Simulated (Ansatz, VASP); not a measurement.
One calculation of Si4C5, two programs

The input INCAR:

```
PREC = Accurate
ENCUT = 520
EDIFF = 1E-7
ISMEAR = 0
SIGMA = 0.05
LREAL = False
LASPH = True
NELM = 150
ALGO = Normal
ISIF = 2
LWAVE = False
LCHARG = False
ISPIN = 2
MAGMOM = 0 0 0 0 2 0 0 0 0
LORBIT = 11
LDIPOL = True
IDIPOL = 3
DIPOL = 0.5 0.5 0.353
GGA = PE
NBANDS = 32
```

Contents of KPOINTS:

```
regular mesh
0
Gamma
  9 9 1
```

The input POSCAR:

```
Si4C5
1.0
    3.0920147208      0.0000000000      0.0000000000
   -1.5460073604      2.6777632971      0.0000000000
    0.0000000000      0.0000000000     25.2337106667
C Si
5 4
Direct
    0.3333333333      0.6666666667      0.1585181051
    0.6666666667      0.3333333333      0.2590546646
    0.3333333333      0.6666666667      0.3607902149
    0.6666666667      0.3333333333      0.4623551549
    0.3333333333      0.6666666667      0.6009306704
    0.6666666667      0.3333333333      0.1834768895
    0.3333333333      0.6666666667      0.2840134490
    0.6666666667      0.3333333333      0.3842867907
    0.3333333333      0.6666666667      0.4848161584
```

Input for Ansatz:

```yaml
crystal:
  lattice:
    - [3.0920147208, 0.0, 0.0]
    - [-1.5460073604, 2.6777632971, 0.0]
    - [0.0, 0.0, 25.2337106667]
  atoms:
    - { symbol: C, position: [0.3333333333, 0.6666666667, 0.1585181051] }
    - { symbol: Si, position: [0.6666666667, 0.3333333333, 0.1834768895] }
    - { symbol: C, position: [0.6666666667, 0.3333333333, 0.2590546646] }
    - { symbol: Si, position: [0.3333333333, 0.6666666667, 0.284013449] }
    - { symbol: C, position: [0.3333333333, 0.6666666667, 0.3607902149] }
    - { symbol: Si, position: [0.6666666667, 0.3333333333, 0.3842867907] }
    - { symbol: C, position: [0.6666666667, 0.3333333333, 0.4623551549] }
    - { symbol: Si, position: [0.3333333333, 0.6666666667, 0.4848161584] }
    - { symbol: C, position: [0.3333333333, 0.6666666667, 0.6009306704], spin: 2.0 }
basis:
  ecutwfc: 420
kpoints:
  mp_grid: { grid: [9, 9, 1] }
hamiltonian:
  xc: pbe
  pseudopotentials: { kind: paw, azcp: { folder: soft_1 } }
scf:
  occupations: { method: gaussian, width: 0.05 }
output:
  forces: true
  eigenvalues: true
  populations: true
magnetization:
  spin_polarized: true
efield:
  axis: 3
  dipole_correction: true
  ramp_width: 0.04
```

Alike in both runs: task single point; functional PBE; k mesh 9 × 9 × 1; occupations gaussian, width 0.05 eV; collinear spin.

|  | VASP | Ansatz |
| --- | --- | --- |
| version | VASP 6.6.1 | Ansatz 0.2.0 |
| potentials or method | VASP PAW PBE potentials, release 64 (C, Si), cutoff 520 eV | scalar-relativistic, plane waves, PAW |
| valence electrons in the cell | 36 | 36 |

```tsv
	VASP	Ansatz	Ansatz less VASP
gap on the k mesh at the Fermi level (eV)	none	none	-
rms of the force components (eV/Å)	0.878	0.929	+0.0515
net moment per atom (μB)	0.04	0.14	+0.104
size of the moment on the site where the two differ most (μB)	0.01	0.41	+0.406
```

The net moments are unlike, so the other rows may belong to different states. Site moments also hang on the region over which each program counts them. A gap of «none» marks a metal or a gap that the smearing closes.
